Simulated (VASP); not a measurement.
Input of a VASP 6.6.1 run:

The input INCAR:

```
SYSTEM = KBr
ALGO     = Normal         ! electronic algorithm
EDIFF    = 1E-6           ! SCF threshold, eV
ENCUT    = 520            ! plane-wave cutoff, eV
GGA      = PE             ! functional
ISIF     = 2              ! what is computed and relaxed
ISMEAR   = 0              ! smearing method
LASPH    = .TRUE.         ! aspherical terms in the spheres
LCHARG   = .FALSE.        ! write CHGCAR
LREAL    = .FALSE.        ! projectors in reciprocal space
LWAVE    = .FALSE.        ! write WAVECAR
NBANDS   = 15             ! bands
NELM     = 60             ! most SCF steps
PREC     = Accurate       ! precision mode
SIGMA    = 0.05           ! smearing width, eV
```

File KPOINTS:

```
k-points
0
G
  6 6 6
  0 0 0
```

The input POSCAR:

```
KBr
1.0
    0.0000000000      3.2101875000      3.2101875000
    3.2925000000     -0.0823125000      3.2925000000
    3.2925000000      3.2925000000     -0.0823125000
K Br
1 1
Direct
    0.0000000000      0.0000000000      0.0000000000
    0.5000000000      0.5000000000      0.5000000000
```

Potentials or basis: VASP PAW PBE potentials, release 64 (K_sv, Br).

Command:

```bash
$ cat potpaw_PBE.64/K_sv/POTCAR potpaw_PBE.64/Br/POTCAR > POTCAR
$ mpirun -np 1 vasp_std > vasp.out
```

Problem. Estimate the pressure.

Solution. 0.9 GPa.

Problem. What does it give for the band gap on the k mesh?

Solution. 4.39 eV, direct.

Stress tensor (GPa, compression positive):
```
0.86 0.00 0.00
0.00 0.88 0.25
0.00 0.25 0.88
```

Caveat: the cell differs from its parent crystal (strain -0.0500 x Voigt [0, 0, 0, 1, 0, 0]).
